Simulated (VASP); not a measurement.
## Mg: single point with LDA

Mg:

```xyz
1
Lattice="0.0000 2.2443 2.2443 2.2443 0.0000 2.2443 2.2443 2.2443 0.0000" Properties=species:S:1:pos:R:3 pbc="T T T"
Mg    0.0000    0.0000    0.0000
```

| Quantity | Value |
| --- | --- |
| Program | VASP 6.6.1 |
| Task | single point |
| Functional | LDA |
| Potentials or basis | VASP PAW LDA potentials, release 64 (Mg) |
| Cutoff | 600 eV |
| k mesh | 8 × 8 × 8 |
| Occupations | fermi-dirac, width 0.1 eV |
| Spin | no spin polarisation |

* Pressure: -1.5 GPa
* Band gap on the k mesh: zero (band 1 reaches 4.00 eV, above the bottom of band 2 at 1.22 eV)

Levels at points of the mesh, in eV from the Fermi level:
```
           k point  band 1  band 2  band 3  band 4  band 5  band 6
(0.00, 0.00, 0.00)   -6.76   12.62   12.62   12.62   14.50   14.50
(0.50, 0.00, 0.00)   -1.48   -1.10   11.54   11.54   12.28   12.28
(0.50, 0.50, 0.00)    0.01    1.01    6.37    7.18    7.18   10.01
```

It took 2.9 s on 1 thread of Intel(R) Xeon(R) 6975P-C (Granite Rapids), with other jobs on the host, peak memory 0.13 GiB.
